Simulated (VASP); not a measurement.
# Si23H4O48 (a cell with a defect) in VASP: single point with r2SCAN

Aim: the single point of Si23H4O48 (a cell with a defect) with r2SCAN.

Program: VASP 6.6.1. These are calculated values, not measurements. Logs are shortened: lines on timing, memory, paths and dates and some standing lists are left out, and cuts for length are marked.

### Step 1. The cell of the first run

The cell holds a defect, 75 atoms: a = 9.832 Å, b = 9.832 Å, c = 10.818 Å, α = 90.00°, β = 90.00°, γ = 120.00°.

### Step 2. Single point, r2SCAN

Contents of POSCAR:

```
Si23H4O48
1.0
    9.8316000000      0.0000000000      0.0000000000
   -4.9158000000      8.5144150000      0.0000000000
    0.0000000000      0.0000000000     10.8182000000
Si O H
23 48 4
Direct
    0.2668430000      0.0009767400      0.1634700000
    0.0028516000      0.2703680000      0.3357050000
    0.2306050000      0.2354080000      0.0001007300
    0.2653480000      0.9977494000      0.6636500000
    0.9932126000      0.2663560000      0.8350300000
    0.2323110000      0.2285110000      0.5017520000
    0.2682820000      0.5027390000      0.1672110000
    0.9997803800      0.7676140000      0.3331480000
    0.2338640000      0.7330290000      0.9966533000
    0.9989205000      0.7666930000      0.8327140000
    0.2344290000      0.7356140000      0.4976220000
    0.7692410000      0.0042952000      0.1672390000
    0.4984520000      0.2670890000      0.3326380000
    0.7266420000      0.2320240000      0.0002954000
    0.7657180000      0.0012322000      0.6669000000
    0.4945750000      0.2657660000      0.8320270000
    0.7327730000      0.2338080000      0.4992370000
    0.7651740000      0.5008340000      0.1672980000
    0.5011880000      0.7703670000      0.3320530000
    0.7350830000      0.7369020000      0.0012113000
    0.7631940000      0.4995590000      0.6663380000
    0.5046480000      0.7692100000      0.8316280000
    0.7327490000      0.7354920000      0.4996880000
    0.0687650000      0.2066210000      0.4462400000
    0.2961240000      0.3658270000      0.1099080000
    0.1402060000      0.4347450000      0.2786630000
    0.2024600000      0.0698960000      0.0553950000
    0.3623780000      0.2944360000      0.3913610000
    0.4306990000      0.1384180000      0.2213530000
    0.0654320000      0.2098730000      0.9457150000
    0.3038820000      0.3517710000      0.6166480000
    0.1356700000      0.4290170000      0.7780800000
    0.1997120000      0.0574320000      0.5499300000
    0.3584550000      0.2958220000      0.8879650000
    0.4284840000      0.1364520000      0.7217280000
    0.0679010000      0.7063220000      0.4438320000
    0.2991160000      0.8684090000      0.1031500000
    0.1368330000      0.9300380000      0.2735220000
    0.2040780000      0.5698520000      0.0580140000
    0.3639780000      0.7993980000      0.3865800000
    0.4342950000      0.6406840000      0.2215190000
    0.0677460000      0.7049810000      0.9423610000
    0.2993620000      0.8643310000      0.6090240000
    0.1350350000      0.9300380000      0.7738950000
    0.2058530000      0.5699500000      0.5554350000
    0.3593880000      0.7870590000      0.8833780000
    0.4574520000      0.6484340000      0.7143040000
    0.5683340000      0.2046660000      0.4411890000
    0.7907210000      0.3628830000      0.1097040000
    0.6344730000      0.4331810000      0.2768560000
    0.7032200000      0.0691220000      0.0573170000
    0.8658290000      0.2991990000      0.3913950000
    0.9337440000      0.1415760000      0.2241200000
    0.5617480000      0.2046160000      0.9436860000
    0.7914020000      0.3622690000      0.6109670000
    0.6303510000      0.4323090000      0.7751710000
    0.7053660000      0.0690910000      0.5554790000
    0.8539980000      0.2927100000      0.8882170000
    0.9307640000      0.1366270000      0.7244910000
    0.5684650000      0.7078670000      0.4422990000
    0.7990200000      0.8685060000      0.1101390000
    0.6394420000      0.9356300000      0.2772850000
    0.7054800000      0.5714430000      0.0574340000
    0.8637870000      0.7971160000      0.3899890000
    0.9305870000      0.6356190000      0.2243800000
    0.5697540000      0.7090080000      0.9453830000
    0.7944690000      0.8645580000      0.6107280000
    0.6368080000      0.9393260000      0.7782680000
    0.7041320000      0.5699330000      0.5561050000
    0.8633810000      0.7966100000      0.8896810000
    0.9285160000      0.6335080000      0.7246220000
    0.4522990000      0.5477660000      0.7253400000
    0.2451765500      0.3552076300      0.6632927700
    0.3027980000      0.5849670000      0.5956360000
    0.1163320000      0.4796660000      0.7069560000
```

Contents of INCAR.step1:

```
SYSTEM = Si23H4O48
PREC = Accurate ; ENCUT = 520
ISMEAR = 0 ; SIGMA = 0.02
LREAL = Auto ; LASPH = .TRUE.
NELM = 80 ; NBANDS = 235
GGA = PE ; ALGO = Normal
EDIFF = 1E-4 ; LWAVE = .TRUE.
LCHARG = .FALSE.
```

Contents of INCAR.step2:

```
SYSTEM = Si23H4O48
PREC = Accurate ; ENCUT = 520
EDIFF = 1E-6 ; ISMEAR = 0
SIGMA = 0.02 ; LREAL = Auto
LASPH = .TRUE. ; NELM = 80
ALGO = Normal ; ISIF = 2
LWAVE = .FALSE. ; LCHARG = .TRUE.
METAGGA = R2SCAN ; LMIXTAU = .TRUE.
LELF = .TRUE. ; LVHAR = .TRUE.
NBANDS = 235 ; ISTART = 1
```

Contents of KPOINTS:

```
Automatic mesh
0
G
  1 1 1
  0 0 0
```

Potentials or basis: VASP PAW PBE potentials, release 64 (Si, O, H).

Started as:

```
$ cat potpaw_PBE.64/Si/POTCAR potpaw_PBE.64/O/POTCAR potpaw_PBE.64/H/POTCAR > POTCAR
$ cp INCAR.step1 INCAR
$ mpirun -np 1 vasp_gam > vasp.out
$ cp INCAR.step2 INCAR
$ mpirun -np 1 vasp_gam > vasp.out
```

OUTCAR:

```text
SYSTEM = Si23H4O48
   PREC = Accurate
   ENCUT = 520
   EDIFF = 1E-6
   ISMEAR = 0
   LREAL = Auto
   LASPH = .TRUE.
   NELM = 80
   ISIF = 2
   METAGGA = R2SCAN
   ISTART = 1

 ion  position               nearest neighbor table
   1  0.267  0.001  0.163-  29 1.62  37 1.62  38 1.63  27 1.63   3 3.06  13 3.07   9 3.07   8 3.08

   2  0.003  0.270  0.336-  26 1.62  52 1.62  24 1.63  53 1.63  17 3.06   7 3.06   6 3.07  12 3.07

   3  0.231  0.235  0.000-  27 1.62  30 1.62  25 1.63  34 1.63   7 3.06  16 3.06   1 3.06   5 3.07
[... 83 lines left out ...]
  70  0.863  0.797  0.890-  10 1.62  20 1.63
  71  0.929  0.634  0.725-  21 1.62  10 1.63
  72  0.452  0.548  0.725-  47 0.97
  73  0.245  0.355  0.663-  31 0.78
  74  0.303  0.585  0.596-  45 0.99
  75  0.116  0.480  0.707-  32 0.99

  LATTYP: Found a hexagonal cell.
 ALAT       =     9.8316000000
 C/A-ratio  =     1.1003498922

  Lattice vectors:

 A1 = (   9.8316000000,   0.0000000000,   0.0000000000)
 A2 = (  -4.9158000000,   8.5144150000,   0.0000000000)
 A3 = (   0.0000000000,   0.0000000000,  10.8182000000)

Analysis of symmetry for initial positions (statically):
=====================================================================
 Subroutine PRICEL returns:
 Original cell was already a primitive cell.

 Routine SETGRP: Setting up the symmetry group for a
 hexagonal supercell.

 Subroutine GETGRP returns: Found  1 space group operations
 (whereof  1 operations were pure point group operations)
 out of a pool of 24 trial point group operations.

The static configuration has the point symmetry C_1 .

Analysis of symmetry for dynamics (positions and initial velocities):
=====================================================================
 Subroutine PRICEL returns:
 Original cell was already a primitive cell.

 Routine SETGRP: Setting up the symmetry group for a
 hexagonal supercell.

 Subroutine GETGRP returns: Found  1 space group operations
 (whereof  1 operations were pure point group operations)
 out of a pool of 24 trial point group operations.

The dynamic configuration has the point symmetry C_1 .

 Subroutine INISYM returns: Found  1 space group operations
 (whereof  1 operations are pure point group operations),
 and found     1 'primitive' translations

----------------------------------------------------------------------------------------

                                     Primitive cell

  volume of cell :     905.5950

  direct lattice vectors                    reciprocal lattice vectors
     9.831600000  0.000000000  0.000000000     0.101712844  0.058723941  0.000000000
    -4.915800000  8.514415000  0.000000000     0.000000000  0.117447881  0.000000000
     0.000000000  0.000000000 10.818200000     0.000000000  0.000000000  0.092436819

  length of vectors
     9.831600000  9.831599688 10.818200000     0.117447877  0.117447881  0.092436819

  position of ions in fractional coordinates (direct lattice)
     0.266843000  0.000976740  0.163470000
     0.002851600  0.270368000  0.335705000
     0.230605000  0.235408000  0.000100730
     0.265348000  0.997749400  0.663650000
     0.993212600  0.266356000  0.835030000
     0.232311000  0.228511000  0.501752000
[... 67 lines left out ...]
     0.302798000  0.584967000  0.595636000
     0.116332000  0.479666000  0.706956000

  ion indices of the primitive-cell ions
   primitive index   ion index
                 1           1
                 2           2
                 3           3
                 4           4
                 5           5
                 6           6
[... 67 lines left out ...]
                74          74
                75          75

----------------------------------------------------------------------------------------

 KPOINTS: Automatic mesh

Automatic generation of k-mesh.
 Grid dimensions read from file:
 generate k-points for:    1    1    1

 Generating k-lattice:

  Cartesian coordinates                     Fractional coordinates (reciprocal lattice)
     0.101712844  0.058723941  0.000000000     1.000000000  0.000000000  0.000000000
     0.000000000  0.117447881  0.000000000     0.000000000  1.000000000  0.000000000
     0.000000000  0.000000000  0.092436819     0.000000000  0.000000000  1.000000000

  Length of vectors
     0.117447877  0.117447881  0.092436819

  Shift w.r.t. Gamma in fractional coordinates (k-lattice)
     0.000000000  0.000000000  0.000000000

 Subroutine IBZKPT returns following result:
 ===========================================

 Found      1 irreducible k-points:

 Following reciprocal coordinates:
            Coordinates               Weight
  0.000000  0.000000  0.000000      1.000000
   k-points           NKPTS =      1   k-points in BZ     NKDIM =      1   number of bands    NBANDS=    235
   number of dos      NEDOS =    301   number of ions     NIONS =     75
   total plane-waves  NPLWV = 512000
   dimension x,y,z NGX =    80 NGY =   80 NGZ =   80
   dimension x,y,z NGXF=   160 NGYF=  160 NGZF=  160
   ions per type =              23  48   4
   NGX,Y,Z   is equivalent  to a cutoff of  13.53, 13.53, 12.29 a.u.
   NGXF,Y,Z  is equivalent  to a cutoff of  27.05, 27.05, 24.59 a.u.
 SYSTEM =  Si23H4O48
   PREC   = accura    normal or accurate (medium, high low for compatibility)
   ISTART =      1    job   : 0-new  1-cont  2-samecut
   ICHARG =      0    charge: 1-file 2-atom 10-const
   ISPIN  =      1    spin polarized calculation?
   LNONCOLLINEAR =      F non collinear calculations
   LSORBIT =      F    spin-orbit coupling
   LASPH  =      T    aspherical Exc in radial PAW
   ENCUT  =  520.0 eV  38.22 Ry    6.18 a.u.  18.28 18.28 20.11*2*pi/ulx,y,z
   NELM   =     80;   NELMIN=  2; NELMDL=  0     # of ELM steps
   EDIFF  = 0.1E-05   stopping-criterion for ELM
   LREAL  =      T    real-space projection
   EDIFFG = 0.1E-04   stopping-criterion for IOM
   NSW    =      0    number of steps for IOM
   IBRION =     -1    ionic relax: 0-MD 1-quasi-New 2-CG
   NFREE  =      0    steps in history (QN), initial steepest desc. (CG)
   ISIF   =      2    stress and relaxation
   ISYM   =      2    0-nonsym 1-usesym 2-fastsym
   POTIM  = 0.5000    time-step for ionic-motion
   TEBEG  =    0.0;   TEEND  =   0.0 temperature during run
   PSTRESS=    0.0 pullay stress
   NELECT =     384.0000    total number of electrons
   NUPDOWN=      -1.0000    fix difference up-down
   EMIN   =  10.00;   EMAX   =-10.00  energy-range for DOS
   EFERMI =   0.00;   METHOD = LEGACY
   ISMEAR =     0;   SIGMA  =   0.02  broadening in eV -4-tet -1-fermi 0-gaus
   EFERMI_NEDOS =   21; number of points for ismear=-14 and -15
   IALGO  =     38    algorithm
   IMIX   =      4    mixing-type and parameters
     AMIX     =   0.40;   BMIX     =  1.00
     AMIX_MAG =   1.60;   BMIX_MAG =  1.00
  volume/ion in A,a.u.               =      12.07        81.48
  Fermi-wavevector in a.u.,A,eV,Ry     =   1.229912  2.324196 20.581296  1.512683
  Thomas-Fermi vector in A             =   2.364781
   LORBIT       =      0    0 simple, 1 ext, 2 COOP (PROOUT), +10 PAW based schemes
   METAGGA = R2SCAN    functional components
   LHFCALC =     F    Hartree Fock is set to
   AEXX    =    0.0000 exact exchange contribution
   IVDW    =     0    specifies the selected vdW correction
   LEPSILON=     F    determine dielectric tensor
   LRPA    =     F    only Hartree local field effects (RPA)
 non-spin polarized calculation
 Gauss-broadening in eV      SIGMA  =   0.02
  energy-cutoff  :      520.00
  volume of cell :      905.60
 maximum number of plane-waves:     12195
 NGX is ok and might be reduce to    80
   NGX = 37   NGY = 37   NGZ = 41

 number of electron     384.0000016 magnetization

 Free energy of the ion-electron system (eV)
  ---------------------------------------------------
  ext. energy  EPLUGINS =         0.00000000
  ---------------------------------------------------
  free energy    TOTEN  =      -714.94965122 eV

  energy without entropy =     -714.94965122  energy(sigma->0) =     -714.94965122

 E-fermi :   0.7177     XC(G=0):  -9.7436

 val. band max:        0.5427817017   @ k =   0.0000   0.0000   0.0000
 cond. band min:       7.0068273543   @ k =   0.0000   0.0000   0.0000
 fundamental gap:      6.4640456526
 Fermi energy:         0.7176687838

 k-point     1 :       0.0000    0.0000    0.0000
  band No.  band energies     occupation
      1     -20.1148      2.00000
      2     -19.7402      2.00000
      3     -19.3518      2.00000
      4     -19.3316      2.00000
      5     -19.3111      2.00000
      6     -19.2976      2.00000
[... 196 lines left out ...]
    203      10.1449      0.00000
    204      10.1817      0.00000
 [bands above 204 left out]

------------------------ aborting loop because EDIFF is reached ----------------------------------------

  FORCE on cell =-STRESS in cart. coord.  units (eV):
  Direction    XX          YY          ZZ          XY          YZ          ZX
  --------------------------------------------------------------------------------------
  -------------------------------------------------------------------------------------
  Total       -8.1472731    -13.6425746    -10.0323519     -0.1624683     -0.0626915     -8.3540602
  in kB      -14.4141432    -24.1364224    -17.7492219     -0.2874386     -0.1109137    -14.7799907
  external PRESSURE =     -18.7665958 kB  Pullay stress =       0.0000000 kB

 VOLUME and BASIS-vectors are now :
 -----------------------------------------------------------------------------
  energy-cutoff  :      520.00
  volume of cell :      905.60
      direct lattice vectors                 reciprocal lattice vectors
     9.831600000  0.000000000  0.000000000     0.101712844  0.058723941  0.000000000
    -4.915800000  8.514415000  0.000000000     0.000000000  0.117447881  0.000000000
     0.000000000  0.000000000 10.818200000     0.000000000  0.000000000  0.092436819

 POSITION                                       TOTAL-FORCE (eV/Angst)
 -----------------------------------------------------------------------------------
      2.61869      0.00832      1.76845         0.039507     -0.007496     -0.034151
     -1.30104      2.30203      3.63172        -0.078451      0.073454     -0.063979
      1.11000      2.00436      0.00109        -0.111801     -0.020035     -0.047319
     -2.29594      8.49525      7.17950         0.111148     -0.097160      0.086514
      8.45552      2.26787      9.03352         0.240131      0.347675     -0.178606
      1.16067      1.94564      5.42805         0.129925     -0.189532     -0.422215
[... 67 lines left out ...]
      0.10141      4.98065      6.44371        -0.279975     -0.056499     -0.082523
     -1.21421      4.08408      7.64799         0.225475     -0.199987      0.314112
 -----------------------------------------------------------------------------------
    total drift:                               -0.021232      0.003819     -0.014790

  FREE ENERGIE OF THE ION-ELECTRON SYSTEM (eV)
  ---------------------------------------------------
  free  energy   TOTEN  =      -714.9496512239 eV

  energy  without entropy=     -714.9496512239  energy(sigma->0) =     -714.94965122
```

Run time: 38 min. Hardware: 1 thread of Intel Xeon 8259CL, shared host; peak memory 1.1 GiB.

What came out:

```
Free energy            : -714.9497 eV
Pressure               : -1.9 GPa
Largest force          : 20.174 eV/Å
Band gap on the k mesh : 6.46 eV
```

Forces on the atoms (eV/Å):
```
Si    0.040  -0.007  -0.034
Si   -0.078   0.073  -0.064
Si   -0.112  -0.020  -0.047
Si    0.111  -0.097   0.087
Si    0.240   0.348  -0.179
Si    0.130  -0.190  -0.422
Si    0.029   0.004  -0.055
Si   -0.019   0.019  -0.019
Si   -0.010  -0.081  -0.040
Si   -0.005  -0.006   0.019
Si   -0.026  -0.036   0.008
Si    0.026  -0.006  -0.028
Si    0.037   0.031  -0.038
Si    0.035  -0.017  -0.049
Si    0.066   0.062   0.042
Si   -0.004   0.040   0.074
Si    0.003  -0.034   0.036
Si    0.048  -0.004  -0.025
Si   -0.010   0.039  -0.010
Si   -0.024  -0.030  -0.005
Si    0.087   0.005   0.016
Si   -0.111   0.067   0.019
Si   -0.024  -0.026   0.012
O     0.236   0.249  -0.035
O    -0.259  -0.009  -0.126
O     0.135  -0.235  -0.120
O     0.167   0.217   0.155
O     0.057  -0.239   0.233
O    -0.260   0.025   0.165
O     0.151   0.165  -0.086
O    14.985  -1.226 -13.344
O    -0.454  -0.207   0.014
O     0.090   0.383   0.189
O     0.163  -0.229   0.108
O    -0.294   0.016   0.102
O     0.132   0.239  -0.146
O    -0.270  -0.022  -0.110
O     0.134  -0.206  -0.124
O     0.160   0.225   0.160
O     0.118  -0.242   0.160
O    -0.258   0.015   0.165
O     0.102   0.249  -0.156
O    -0.299   0.002  -0.169
O     0.155  -0.189  -0.173
O     0.234   0.386  -0.051
O     0.141  -0.167   0.179
O     0.141  -0.040   0.312
O     0.086   0.237  -0.140
O    -0.277  -0.007  -0.124
O     0.137  -0.228  -0.131
O     0.139   0.213   0.156
O     0.128  -0.248   0.144
O    -0.241   0.019   0.175
O     0.101   0.220  -0.155
O    -0.270  -0.007  -0.166
O     0.127  -0.223  -0.156
O     0.124   0.222   0.131
O     0.057  -0.270   0.209
O    -0.302  -0.077   0.094
O     0.120   0.232  -0.144
O    -0.265  -0.021  -0.139
O     0.136  -0.222  -0.142
O     0.143   0.216   0.152
O     0.116  -0.228   0.147
O    -0.270   0.026   0.151
O     0.134   0.220  -0.179
O    -0.262  -0.033  -0.165
O     0.163  -0.261  -0.157
O     0.122   0.206   0.150
O     0.113  -0.233   0.149
O    -0.278   0.028   0.127
H    -0.138   0.256  -0.020
H   -15.227   0.927  13.201
H    -0.280  -0.056  -0.083
H     0.225  -0.200   0.314
```

Levels at points of the mesh, in eV from the valence-band top:
```csv
k point,band 188,band 189,band 190,band 191,band 192,band 193,band 194,band 195,band 196,band 197
"(0.00, 0.00, 0.00)",-0.16,-0.11,-0.09,-0.05,0.00,6.46,8.44,8.51,8.85,8.89
```

Caveat: the k points lie up to 0.74 Å⁻¹ apart; the PAW data sets were made with another functional, which shifts forces and pressure a little.
